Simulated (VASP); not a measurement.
Here is a VASP 6.6.1 calculation.

INCAR

```
ALGO     = Normal         # electronic algorithm
EDIFF    = 1E-6           # SCF threshold, eV
EDIFFG   = -0.04          # ionic threshold
ENCUT    = 600            # plane-wave cutoff, eV
GGA      = PE             # functional
IBRION   = 2              # ionic algorithm
ISIF     = 3              # what is computed and relaxed
ISMEAR   = 0              # smearing method
LASPH    = T              # aspherical terms in the spheres
LCHARG   = F              # write CHGCAR
LREAL    = F              # projectors in reciprocal space
LWAVE    = F              # write WAVECAR
NELM     = 80             # most SCF steps
NSW      = 90             # ionic steps
PREC     = Accurate       # precision mode
SIGMA    = 0.1            # smearing width, eV
```

The input KPOINTS:

```
k-points
0
Gamma
  4 4 4
```

Contents of POSCAR:

```
BW3
1.0
    3.7629304154      0.0000000000      0.0000000000
    0.0000000000      3.7629304154      0.0000000000
    0.0000000000      0.0000000000      3.7629304154
B W
1 3
Direct
    0.0000000000      0.0000000000      0.0000000000
    0.0000000000      0.5000000000      0.5000000000
    0.5000000000      0.0000000000      0.5000000000
    0.5000000000      0.5000000000      0.0000000000
```

Potentials or basis: VASP PAW PBE potentials, release 64 (B, W_sv).

Run with:

```bash
$ cat potpaw_PBE.64/B/POTCAR potpaw_PBE.64/W_sv/POTCAR > POTCAR
$ mpirun -np 1 vasp_std > vasp.out
```

(1) Estimate the relaxed cell.

(2) Predict the relaxed volume.

(3) What does it give for the band gap on the k mesh?

(4) Estimate the space group after relaxing (to 0.1 Å).

Results:

(1) a = 3.828 Å, b = 3.828 Å, c = 3.828 Å, α = 90.00°, β = 90.00°, γ = 90.00°.

(2) 14.02 Å³/atom.

(3) zero (an odd number of electrons rules out a gap without spin polarisation).

(4) Pm-3m (No. 221).

Caveat: the k points lie up to 0.41 Å⁻¹ apart in the final cell, too coarse for converged energies and pressures of a metal; spin-orbit coupling is left out, which moves the levels of the heavy elements.
